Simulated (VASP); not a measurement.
# Bi (Pm-3m) in VASP: further runs

Runs on Bi. Level: LDA. Tasks: density of states.

All numbers are computed with VASP 6.6.1; they aren't measurements. Logs are shortened: lines on timing, memory, paths and dates and some standing lists are left out, and cuts for length are marked.

### 1 The cell of the first run

It takes space group Pm-3m (No. 221, cubic). Conventional cell: a = 2.450 Å, b = 2.450 Å, c = 2.450 Å, α = 90.00°, β = 90.00°, γ = 90.00°. Within 3.2 Å of Bi (site symmetry m-3m) lie 6 Bi at 2.45 Å.

### 2 Density of states, LDA (volume scaled by 0.45)

The input, POSCAR:

```
Bi
1.0
    2.4502640710      0.0000000000      0.0000000000
    0.0000000000      2.4502640710      0.0000000000
    0.0000000000      0.0000000000      2.4502640710
Bi
1
Direct
    0.0000000000      0.0000000000      0.0000000000
```

The input, INCAR.step1:

```
  PREC = Accurate
  ENCUT = 520
  EDIFF = 1E-6
  ISMEAR = -1
  SIGMA = 0.05
  LREAL = False
  LASPH = True
  NELM = 100
  ALGO = Normal
  ISIF = 2
  LWAVE = False
  LCHARG = True
  GGA = CA
  NBANDS = 14
```

The input, KPOINTS.step1:

```
Automatic mesh
0
Gamma
  12 12 12
```

The input, INCAR.step2:

```
  PREC = Accurate
  ENCUT = 520
  EDIFF = 1E-6
  ISMEAR = -5
  SIGMA = 0.05
  LREAL = False
  LASPH = True
  NELM = 100
  ALGO = Normal
  ISIF = 2
  LWAVE = False
  LCHARG = False
  GGA = CA
  LORBIT = 10
  NBANDS = 14
  NEDOS = 1001
  ICHARG = 11
```

The input, KPOINTS.step2:

```
Automatic mesh
0
Gamma
  18 18 18
```

Potentials or basis: VASP PAW LDA potentials, release 64 (Bi_d).

Command:

```sh
$ cat potpaw_LDA.64/Bi_d/POTCAR > POTCAR
$ cp INCAR.step1 INCAR
$ cp KPOINTS.step1 KPOINTS
$ mpirun -np 1 vasp_std > vasp.out
$ cp INCAR.step2 INCAR
$ cp KPOINTS.step2 KPOINTS
$ mpirun -np 1 vasp_std > vasp.out
```

OUTCAR:

```text
PREC = Accurate
   ENCUT = 520
   EDIFF = 1E-6
   ISMEAR = -5
   LREAL = False
   LASPH = True
   NELM = 100
   ISIF = 2
   GGA = CA
   LORBIT = 10
   ICHARG = 11

 ion  position               nearest neighbor table
   1  0.000  0.000  0.000-

  LATTYP: Found a simple cubic cell.
 ALAT       =     2.4502640710

  Lattice vectors:

 A1 = (   2.4502640710,   0.0000000000,   0.0000000000)
 A2 = (   0.0000000000,   2.4502640710,   0.0000000000)
 A3 = (   0.0000000000,   0.0000000000,   2.4502640710)

Analysis of symmetry for initial positions (statically):
=====================================================================
 Subroutine PRICEL returns:
 Original cell was already a primitive cell.

 Routine SETGRP: Setting up the symmetry group for a
 simple cubic supercell.

 Subroutine GETGRP returns: Found 48 space group operations
 (whereof 48 operations were pure point group operations)
 out of a pool of 48 trial point group operations.

The static configuration has the point symmetry O_h .

Analysis of symmetry for dynamics (positions and initial velocities):
=====================================================================
 Subroutine PRICEL returns:
 Original cell was already a primitive cell.

 Routine SETGRP: Setting up the symmetry group for a
 simple cubic supercell.

 Subroutine GETGRP returns: Found 48 space group operations
 (whereof 48 operations were pure point group operations)
 out of a pool of 48 trial point group operations.

The dynamic configuration has the point symmetry O_h .

 Subroutine INISYM returns: Found 48 space group operations
 (whereof 48 operations are pure point group operations),
 and found     1 'primitive' translations

----------------------------------------------------------------------------------------

                                     Primitive cell

  volume of cell :      14.7109

  direct lattice vectors                    reciprocal lattice vectors
     2.450264071  0.000000000  0.000000000     0.408119277  0.000000000  0.000000000
     0.000000000  2.450264071  0.000000000     0.000000000  0.408119277  0.000000000
     0.000000000  0.000000000  2.450264071     0.000000000  0.000000000  0.408119277

  length of vectors
     2.450264071  2.450264071  2.450264071     0.408119277  0.408119277  0.408119277

  position of ions in fractional coordinates (direct lattice)
     0.000000000  0.000000000  0.000000000

  ion indices of the primitive-cell ions
   primitive index   ion index
                 1           1

----------------------------------------------------------------------------------------

 KPOINTS: Automatic mesh

Automatic generation of k-mesh.
 Grid dimensions read from file:
 generate k-points for:   18   18   18

 Generating k-lattice:

  Cartesian coordinates                     Fractional coordinates (reciprocal lattice)
     0.022673293  0.000000000  0.000000000     0.055555556  0.000000000  0.000000000
     0.000000000  0.022673293  0.000000000     0.000000000  0.055555556  0.000000000
     0.000000000  0.000000000  0.022673293     0.000000000  0.000000000  0.055555556

  Length of vectors
     0.022673293  0.022673293  0.022673293

  Shift w.r.t. Gamma in fractional coordinates (k-lattice)
     0.000000000  0.000000000  0.000000000

 TETIRR: Found   2900 inequivalent tetrahedra from    34992

 Subroutine IBZKPT returns following result:
 ===========================================

 Found    220 irreducible k-points:

 Following reciprocal coordinates:
            Coordinates               Weight
  0.000000  0.000000  0.000000      1.000000
  0.055556  0.000000  0.000000      6.000000
  0.111111  0.000000  0.000000      6.000000
  0.166667  0.000000  0.000000      6.000000
  0.222222  0.000000  0.000000      6.000000
  0.277778  0.000000  0.000000      6.000000
[... 16 lines left out ...]
  0.277778  0.111111  0.000000     24.000000
  0.333333  0.111111  0.000000     24.000000
 [... further k-points ...]
   k-points           NKPTS =    220   k-points in BZ     NKDIM =    220   number of bands    NBANDS=     14
   number of dos      NEDOS =   1001   number of ions     NIONS =      1
   total plane-waves  NPLWV =   5832
   dimension x,y,z NGX =    18 NGY =   18 NGZ =   18
   dimension x,y,z NGXF=    36 NGYF=   36 NGZF=   36
   ions per type =               1
   NGX,Y,Z   is equivalent  to a cutoff of  12.21, 12.21, 12.21 a.u.
   NGXF,Y,Z  is equivalent  to a cutoff of  24.43, 24.43, 24.43 a.u.
 SYSTEM =  unknown system
   PREC   = accura    normal or accurate (medium, high low for compatibility)
   ISTART =      0    job   : 0-new  1-cont  2-samecut
   ICHARG =     11    charge: 1-file 2-atom 10-const
   ISPIN  =      1    spin polarized calculation?
   LNONCOLLINEAR =      F non collinear calculations
   LSORBIT =      F    spin-orbit coupling
   LASPH  =      T    aspherical Exc in radial PAW
   ENCUT  =  520.0 eV  38.22 Ry    6.18 a.u.   4.56  4.56  4.56*2*pi/ulx,y,z
   NELM   =    100;   NELMIN=  2; NELMDL=  0     # of ELM steps
   EDIFF  = 0.1E-05   stopping-criterion for ELM
   LREAL  =      F    real-space projection
[... 7 lines left out ...]
   TEBEG  =    0.0;   TEEND  =   0.0 temperature during run
   PSTRESS=    0.0 pullay stress
   NELECT =      15.0000    total number of electrons
   NUPDOWN=      -1.0000    fix difference up-down
   EMIN   =  10.00;   EMAX   =-10.00  energy-range for DOS
   EFERMI =   0.00;   METHOD = LEGACY
   ISMEAR =    -5;   SIGMA  =   0.05  broadening in eV -4-tet -1-fermi 0-gaus
   EFERMI_NEDOS =   21; number of points for ismear=-14 and -15
   IALGO  =     38    algorithm
   IMIX   =      4    mixing-type and parameters
     AMIX     =   0.40;   BMIX     =  1.00
     AMIX_MAG =   1.60;   BMIX_MAG =  1.00
  volume/ion in A,a.u.               =      14.71        99.27
  Fermi-wavevector in a.u.,A,eV,Ry     =   1.647754  3.113803 36.941084  2.715093
  Thomas-Fermi vector in A             =   2.737159
   LORBIT       =     10    0 simple, 1 ext, 2 COOP (PROOUT), +10 PAW based schemes
   GGA     = CA    functional components
   LHFCALC =     F    Hartree Fock is set to
   AEXX    =    0.0000 exact exchange contribution
   IVDW    =     0    specifies the selected vdW correction
   LEPSILON=     F    determine dielectric tensor
   LRPA    =     F    only Hartree local field effects (RPA)
 non-spin polarized calculation
 Fermi weights with tetrahedron method with Bloechl corrections
  energy-cutoff  :      520.00
  volume of cell :       14.71
 maximum number of plane-waves:       432

 number of electron      14.9999993 magnetization

 Free energy of the ion-electron system (eV)
  ---------------------------------------------------
  ext. energy  EPLUGINS =         0.00000000
  ---------------------------------------------------
  free energy    TOTEN  =         3.21733558 eV

  energy without entropy =        3.21733558  energy(sigma->0) =        3.21733558

 E-fermi :  22.6092     XC(G=0): -14.4983

 val. band max:       22.9895481105   @ k =   0.1667   0.1667   0.1667
 cond. band min:      22.2006308886   @ k =   0.2778   0.2778   0.2778
 fundamental gap:     -0.7889172220
 Fermi energy:        22.6091982372

 k-point     1 :       0.0000    0.0000    0.0000
  band No.  band energies     occupation
      1      -5.8415      2.00000
      2      -5.8415      2.00000
      3      -2.3772      2.00000
      4      -2.3772      2.00000
      5      -2.3772      2.00000
      6      -1.0289      2.00000
      7      26.2078      0.00000
      8      26.2078      0.00000
      9      26.2078      0.00000
     10      33.4756      0.00000
     11      34.0267      0.00000
     12      34.0267      0.00000
     13      40.4738      0.00000
     14      40.4738      0.00000

 k-point     2 :       0.0556    0.0000    0.0000
  band No.  band energies     occupation
      1      -5.8346      2.00000
      2      -5.7793      2.00000
      3      -2.4102      2.00000
      4      -2.4102      2.00000
      5      -2.3745      2.00000
      6      -0.9345      2.00000
      7      25.3535      0.00000
      8      26.3388      0.00000
      9      26.3388      0.00000
     10      33.6772      0.00000
     11      33.8333      0.00000
     12      34.7383      0.00000
     13      40.5314      0.00000
     14      40.5431      0.00000

 k-point     3 :       0.1111    0.0000    0.0000
  band No.  band energies     occupation
      1      -5.8146      2.00000
      2      -5.6033      2.00000
      3      -2.5042      2.00000
      4      -2.5042      2.00000
      5      -2.3667      2.00000
      6      -0.6444      2.00000
      7      23.4763      0.17285
      8      26.7228      0.00000
      9      26.7228      0.00000
     10      33.3171      0.00000
     11      33.6677      0.00000
     12      36.7793      0.00000
     13      40.6887      0.00000
     14      40.7091      0.00000
[... 324 lines left out ...]
 k-point    23 :       0.2778    0.1111    0.0000
  band No.  band energies     occupation
      1      -5.5370      2.00000
      2      -4.5865      2.00000
      3      -3.1873      2.00000
      4      -2.9777      2.00000
      5      -2.4462      2.00000
      6       1.9432      2.00000
      7      17.1081      2.00000
      8      25.8408      0.00000
      9      29.6216      0.00000
     10      31.5697      0.00000
     11      34.6377      0.00000
     12      39.4153      0.00000
     13      40.2858      0.00000
     14      41.2997      0.00000

 k-point    24 :       0.3333    0.1111    0.0000
  band No.  band energies     occupation
      1      -5.4962      2.00000
      2      -4.3130      2.00000
      3      -3.3601      2.00000
      4      -3.1384      2.00000
      5      -2.4303      2.00000
      6       3.1577      2.00000
      7      14.8590      2.00000
      8      26.6835      0.00000
      9      30.6232      0.00000
     10      30.9854      0.00000
     11      33.5416      0.00000
     12      39.6553      0.00000
     13      40.2609      0.00000
     14      40.8263      0.00000

 [... further k-points ...]
[... 5 lines left out ...]
  --------------------------------------------------------------------------------------
  -------------------------------------------------------------------------------------
  Total       27.1776541     27.1776541     27.1776541     -0.0000000     -0.0000000     -0.0000000
  in kB     2959.9465879   2959.9465879   2959.9465879     -0.0000000     -0.0000000     -0.0000000
  external PRESSURE =    2959.9465879 kB  Pullay stress =       0.0000000 kB

 VOLUME and BASIS-vectors are now :
 -----------------------------------------------------------------------------
  energy-cutoff  :      520.00
  volume of cell :       14.71
      direct lattice vectors                 reciprocal lattice vectors
     2.450264071  0.000000000  0.000000000     0.408119277  0.000000000  0.000000000
     0.000000000  2.450264071  0.000000000     0.000000000  0.408119277  0.000000000
     0.000000000  0.000000000  2.450264071     0.000000000  0.000000000  0.408119277

 POSITION                                       TOTAL-FORCE (eV/Angst)
 -----------------------------------------------------------------------------------
      0.00000      0.00000      0.00000         0.000000      0.000000      0.000000
 -----------------------------------------------------------------------------------
    total drift:                                0.000000      0.000000      0.000000

  FREE ENERGIE OF THE ION-ELECTRON SYSTEM (eV)
  ---------------------------------------------------
  free  energy   TOTEN  =         3.2173355849 eV

  energy  without entropy=        3.2173355849  energy(sigma->0) =        3.21733558

 total charge

# of ion       s       p       d       tot
------------------------------------------
    1        1.587   2.319  10.279  14.185
```

Wall time 71 s (1 thread of AMD EPYC 7R13, shared host); peak memory 0.12 GiB.

What came out:

* Valence electrons inside the program's atomic spheres: Bi 14.19

Caveat: the cell differs from its parent crystal (volume scaled by 0.45); spin-orbit coupling is left out, which moves the levels of the heavy elements; tetrahedron occupations give inexact forces and stress in metals.

### 3 Density of states, LDA

This run uses another cell than the first one, of 32.69 Å³/atom, 2.222 times its volume.

The input, POSCAR:

```
Bi
1.0
    3.1974865079      0.0000000000      0.0000000000
    0.0000000000      3.1974865079      0.0000000000
    0.0000000000      0.0000000000      3.1974865079
Bi
1
Direct
    0.0000000000      0.0000000000      0.0000000000
```

The input, INCAR.step1:

```
PREC = Accurate ; ENCUT = 520
EDIFF = 1E-6 ; ISMEAR = -1
SIGMA = 0.05 ; LREAL = F
LASPH = T ; NELM = 100
ALGO = Normal ; ISIF = 2
LWAVE = F ; LCHARG = T
NBANDS = 14
```

The input, KPOINTS.step1:

```
regular mesh
0
Gamma
  12 12 12
```

The input, INCAR.step2:

```
PREC = Accurate ; ENCUT = 520
EDIFF = 1E-6 ; ISMEAR = -5
SIGMA = 0.05 ; LREAL = F
LASPH = T ; NELM = 100
ALGO = Normal ; ISIF = 2
LWAVE = F ; LCHARG = F
LORBIT = 10 ; NBANDS = 14
NEDOS = 2001 ; ICHARG = 11
```

The input, KPOINTS.step2:

```
regular mesh
0
Gamma
  18 18 18
```

Potentials or basis: VASP PAW LDA potentials, release 64 (Bi_d).

Command:

```sh
$ cat potpaw_LDA.64/Bi_d/POTCAR > POTCAR
$ cp INCAR.step1 INCAR
$ cp KPOINTS.step1 KPOINTS
$ mpirun -np 1 vasp_std > vasp.out
$ cp INCAR.step2 INCAR
$ cp KPOINTS.step2 KPOINTS
$ mpirun -np 1 vasp_std > vasp.out
```

OUTCAR:

```text
PREC = Accurate
   ENCUT = 520
   EDIFF = 1E-6
   ISMEAR = -5
   LREAL = F
   LASPH = T
   NELM = 100
   ISIF = 2
   LORBIT = 10
   ICHARG = 11

 ion  position               nearest neighbor table
   1  0.000  0.000  0.000-

  LATTYP: Found a simple cubic cell.
 ALAT       =     3.1974865079

  Lattice vectors:

 A1 = (   3.1974865079,   0.0000000000,   0.0000000000)
 A2 = (   0.0000000000,   3.1974865079,   0.0000000000)
 A3 = (   0.0000000000,   0.0000000000,   3.1974865079)

Analysis of symmetry for initial positions (statically):
=====================================================================
 Subroutine PRICEL returns:
 Original cell was already a primitive cell.

 Routine SETGRP: Setting up the symmetry group for a
 simple cubic supercell.

 Subroutine GETGRP returns: Found 48 space group operations
 (whereof 48 operations were pure point group operations)
 out of a pool of 48 trial point group operations.

The static configuration has the point symmetry O_h .

Analysis of symmetry for dynamics (positions and initial velocities):
=====================================================================
[... 168 lines left out ...]
      2     -16.0435      2.00000
      3     -15.6558      2.00000
      4     -15.6558      2.00000
      5     -15.6558      2.00000
      6      -6.5255      2.00000
      7      10.1739      0.00000
      8      10.1739      0.00000
      9      10.1739      0.00000
     10      13.5551      0.00000
     11      14.9724      0.00000
     12      14.9724      0.00000
     13      24.0273      0.00000
     14      24.0273      0.00000
[... 377 lines left out ...]
      1     -16.0045      2.00000
      2     -15.7934      2.00000
      3     -15.7449      2.00000
      4     -15.7293      2.00000
      5     -15.6612      2.00000
      6      -5.0364      2.00000
      7       3.5177      2.00000
      8       9.7428      0.00000
      9      11.7429      0.00000
     10      15.7028      0.00000
     11      16.4801      0.00000
     12      18.7236      0.00000
     13      19.7163      0.00000
     14      20.6940      0.00000

 [... further k-points ...]
[... 5 lines left out ...]
  --------------------------------------------------------------------------------------
  -------------------------------------------------------------------------------------
  Total       -0.0670361     -0.0670361     -0.0670361      0.0000000     -0.0000000      0.0000000
  in kB       -3.2854388     -3.2854388     -3.2854388      0.0000000     -0.0000000      0.0000000
  external PRESSURE =      -3.2854388 kB  Pullay stress =       0.0000000 kB

 VOLUME and BASIS-vectors are now :
 -----------------------------------------------------------------------------
  energy-cutoff  :      520.00
  volume of cell :       32.69
      direct lattice vectors                 reciprocal lattice vectors
     3.197486508  0.000000000  0.000000000     0.312745651  0.000000000  0.000000000
     0.000000000  3.197486508  0.000000000     0.000000000  0.312745651  0.000000000
     0.000000000  0.000000000  3.197486508     0.000000000  0.000000000  0.312745651

 POSITION                                       TOTAL-FORCE (eV/Angst)
 -----------------------------------------------------------------------------------
      0.00000      0.00000      0.00000         0.000000      0.000000      0.000000
 -----------------------------------------------------------------------------------
    total drift:                                0.000000      0.000000     -0.000000

  FREE ENERGIE OF THE ION-ELECTRON SYSTEM (eV)
  ---------------------------------------------------
  free  energy   TOTEN  =        -4.5391455320 eV

  energy  without entropy=       -4.5391455320  energy(sigma->0) =       -4.53914553

 total charge

# of ion       s       p       d       tot
------------------------------------------
    1        1.536   1.364   9.917  12.817
```

Wall time 2.3 min (1 thread of AMD EPYC 7R13, shared host); peak memory 0.17 GiB.

Results:

| Property | Result |
| --- | --- |
| Valence electrons inside the program's atomic spheres | Bi 12.82 |

Caveat: spin-orbit coupling is left out, which moves the levels of the heavy elements; tetrahedron occupations give inexact forces and stress in metals.
